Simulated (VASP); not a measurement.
H3C2N, 36 atoms in the cell. The cell holds an amorphous packing of atoms, 36 atoms: a = 8.052 Å, b = 8.052 Å, c = 8.052 Å, α = 90.00°, β = 90.00°, γ = 90.00°. 

- Program: VASP 6.6.1
- Task: single point
- Functional: PBE
- Dispersion: D3(BJ)
- Potentials or basis: VASP PAW PBE potentials, release 64 (C, N, H)
- Cutoff: 520 eV
- k mesh: 1 × 1 × 1
- Occupations: fermi-dirac, width 0.02 eV
- Spin: no spin polarisation
- Dipole correction: no
- Further INCAR settings: LREAL = Auto; ALGO = Normal; EDIFF = 1e-06; NBANDS = 72

Potentials or basis: VASP PAW PBE potentials, release 64 (C, N, H).

Launch:

```bash
$ cat potpaw_PBE.64/C/POTCAR potpaw_PBE.64/N/POTCAR potpaw_PBE.64/H/POTCAR > POTCAR
$ mpirun -np 1 vasp_gam > vasp.out
```

Hardware: 1 thread of AMD EPYC 7R13, on a shared host.

Q: Estimate the wall time of this run.

A: Wall time 2.4 min on 1 thread of AMD EPYC 7R13 (shared host), peak memory 0.43 GiB. Counts: scf iterations 17, k points 1.
